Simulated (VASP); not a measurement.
Here is a VASP 6.6.1 calculation.

The input INCAR:

```
  ALGO = Normal
  EDIFF = 1E-6
  ENCUT = 520
  GGA = PS
  ISIF = 2
  ISMEAR = -1
  ISPIN = 2
  IVDW = 12
  LASPH = T
  LCHARG = F
  LORBIT = 11
  LREAL = Auto
  LWAVE = F
  MAGMOM = 0.25 0 0 0 0 0 0.25 0 0 0.25 0 0 0 0 0 0 0 0.25 0
  NBANDS = 69
  NELECT = 97.0
  NELM = 150
  PREC = Accurate
  SIGMA = 0.05
```

KPOINTS

```
Automatic mesh
0
Gamma
  2 2 2
  0.5 0.5 0.5
```

The input POSCAR:

```
Si7O12
1.0
    9.9016390000      0.0000000000      0.0000000000
   -2.4754100000      4.2875350000      0.0000000000
    0.0000000000      0.0000000000      5.4429400000
Si O
7 12
Direct
    0.2389130000      0.0177880000      0.3518410000
    0.7364070000      0.0161020000      0.3179370000
    0.9909480000      0.4277740000      0.6788760000
    0.4799620000      0.4500550000      0.6522140000
    0.2699530000      0.5329100000      0.9814460000
    0.7481850000      0.5432670000      0.0209870000
    0.3258230000      0.8436950000      0.4377740000
    0.2015620000      0.2788960000      0.2149790000
    0.6827040000      0.2515160000      0.2102180000
    0.3463990000      0.1567810000      0.5746840000
    0.8624550000      0.1458040000      0.5381650000
    0.4343880000      0.5827470000      0.8978890000
    0.9147920000      0.5276310000      0.9201360000
    0.1385580000      0.4138180000      0.7846550000
    0.6360610000      0.4353050000      0.8061770000
    0.0817890000      0.7456030000      0.4379300000
    0.5687920000      0.7070270000      0.4405190000
    0.3008790000      0.8613310000      0.0931810000
    0.7864320000      0.8193080000      0.0803910000
```

Potentials or basis: VASP PAW PBE potentials, release 64 (Si, O).

Command:

```console
$ cat potpaw_PBE.64/Si/POTCAR potpaw_PBE.64/O/POTCAR > POTCAR
$ mpirun -np 1 vasp_std > vasp.out
```

Problem. What does it give for the largest force?

Solution. 42.738 eV/Å.

Problem. Estimate the dispersion energy per atom.

Solution. -0.129 eV.

Forces in eV/Å, atoms in the order of the input:
```
Si  -34.121  16.571 -19.690
Si    0.387  -2.209  -1.361
Si   -2.546   3.097   2.075
Si    9.291  13.172   7.242
Si    1.027  -2.631   2.259
Si   12.154 -26.973  -7.020
Si   31.520 -22.281   9.419
O     1.744  -0.036   1.039
O     0.127  -1.201   1.507
O    -2.236  -3.793   1.520
O    -0.368  -1.713  -1.626
O     0.188  -0.217  -1.549
O     0.452  -0.232  -1.738
O    -0.541  -0.402  -2.206
O    -5.613  -3.081  -6.520
O    -0.428  -3.471   2.832
O    -0.274   0.458  -0.882
O    -1.349   3.750   2.659
O    -9.411  31.192  12.037
```

Caveat: the k points lie up to 0.63 Å⁻¹ apart; the cell carries a net charge on a neutralising background, which shifts energy and pressure; three body term missing; the PAW data sets were made with another functional, which shifts forces and pressure a little.
